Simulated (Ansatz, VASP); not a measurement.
Rb: VASP beside Ansatz

Contents of INCAR:

```
SYSTEM = Rb
PREC = Accurate
ENCUT = 520
EDIFF = 1E-6
ISMEAR = 0
SIGMA = 0.15
LREAL = .False.
LASPH = .True.
NELM = 100
ALGO = Normal
ISIF = 2
LWAVE = .False.
LCHARG = .False.
GGA = PE
IVDW = 12
NBANDS = 16
```

Contents of KPOINTS:

```
regular mesh
0
Gamma
  10 10 6
  0 0 0
```

POSCAR

```
Rb
1.0
    2.4740083059     -4.3297492603      0.0000000000
    2.4740083059      4.3297492603      0.0000000000
    0.0000000000      0.0000000000      8.0428646989
Rb
2
Direct
    0.8359965595      0.1640034405      0.7500000000
    0.1640034405      0.8359965595      0.2500000000
```

Input for Ansatz:

```yaml
crystal:
  lattice:
    - [2.4740083059, -4.3297492603, 0.0]
    - [2.4740083059, 4.3297492603, 0.0]
    - [0.0, 0.0, 8.0428646989]
  atoms:
    - { symbol: Rb, position: [0.8359965595, 0.1640034405, 0.75] }
    - { symbol: Rb, position: [0.1640034405, 0.8359965595, 0.25] }
basis:
  ecutwfc: 420
kpoints:
  mp_grid: { grid: [10, 10, 6] }
hamiltonian:
  xc: pbe
  dispersion: d3bj
scf:
  occupations: { method: gaussian, width: 0.15 }
output:
  forces: true
  stress: true
  eigenvalues: true
```

Alike in both runs: task single point; functional PBE; dispersion D3(BJ); k mesh 10 × 10 × 6; occupations gaussian, width 0.15 eV; no spin polarisation.

|  | VASP | Ansatz |
| --- | --- | --- |
| version | VASP 6.6.1 | Ansatz 0.2.0 |
| potentials or method | VASP PAW PBE potentials, release 64 (Rb_sv), cutoff 520 eV | scalar-relativistic, plane waves, PAW |
| valence electrons in the cell | 18 | 18 |

|  | VASP | Ansatz | Ansatz less VASP |
| --- | --- | --- | --- |
| gap on the k mesh at the Fermi level (eV) | none | none | - |
| pressure (GPa) | 0.0 | 0.0 | 0.00 |

A gap of «none» marks a metal or a gap that the smearing closes.
